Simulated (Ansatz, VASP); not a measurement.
## Two plane-wave programs on Ir2O3

```
CELL_PARAMETERS angstrom
4.80486 0.00000 0.00000
0.00000 4.80486 0.00000
0.00000 0.00000 4.80486
ATOMIC_POSITIONS crystal
Ir 0.25000 0.25000 0.25000
Ir 0.25000 0.75000 0.75000
Ir 0.75000 0.75000 0.25000
Ir 0.75000 0.25000 0.75000
O 0.50000 0.00000 0.00000
O 0.50000 0.00000 0.50000
O 0.00000 0.50000 0.00000
O 0.50000 0.50000 0.00000
O 0.00000 0.50000 0.50000
O 0.00000 0.00000 0.50000
```

Alike in both runs: task single point; functional r2SCAN; k mesh 8 × 8 × 8; occupations gaussian, width 0.01 eV; no spin polarisation.

|  | VASP | Ansatz |
| --- | --- | --- |
| version | VASP 6.6.1 | Ansatz 0.2.0 |
| potentials or method | VASP PAW PBE potentials, release 64 (Ir, O), cutoff 520 eV | scalar-relativistic, plane waves, PAW |
| valence electrons in the cell | 72 | 104 |

Ansatz gave:

- gap on the k mesh at the Fermi level (eV): 0.70
- least direct gap on the mesh (eV): 0.70
- pressure (GPa): -5.9

Q: Estimate VASP's values.

A: gap on the k mesh at the Fermi level (eV): 0.63; least direct gap on the mesh (eV): 0.63; pressure (GPa): -2.8.

VASP's potentials were made for PBE, not for r2SCAN. VASP's potentials hold 72 valence electrons a cell and Ansatz's 104, so a difference there can come from the potentials and not from the codes.

Spin-orbit coupling is off throughout.
